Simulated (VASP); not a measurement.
PbS, 8 atoms in the cell. The typed cell holds 8 atoms: a = 8.388 Å, b = 4.194 Å, c = 5.949 Å, α = 90.00°, β = 90.00°, γ = 90.00°. 

```yaml
Program: VASP 6.6.1
Task: single point
Functional: PBE
Dispersion: D3(BJ)
Potentials_or_basis: VASP PAW PBE potentials, release 64 (Pb_d, S)
Cutoff: 520 eV
k_mesh: 4 × 6 × 4
Occupations: fermi-dirac, width 0.02 eV
Spin: no spin polarisation
Dipole_correction: no
Further_INCAR_settings: ALGO = Normal; EDIFF = 1e-06; NBANDS = 50
```

Potentials or basis: VASP PAW PBE potentials, release 64 (Pb_d, S).

The run is started by

```sh
$ cat potpaw_PBE.64/Pb_d/POTCAR potpaw_PBE.64/S/POTCAR > POTCAR
$ mpirun -np 1 vasp_std > vasp.out
```

Hardware: 1 thread of AMD EPYC 7R43 64-Core Processor (Zen 3), on a shared host.

Problem. Estimate the wall time of this run.

Solution. Run time: 5.2 min on 1 thread of AMD EPYC 7R43 64-Core Processor (Zen 3), on a shared host, peak memory 0.42 GiB. Counts: scf iterations 13, k points 36.
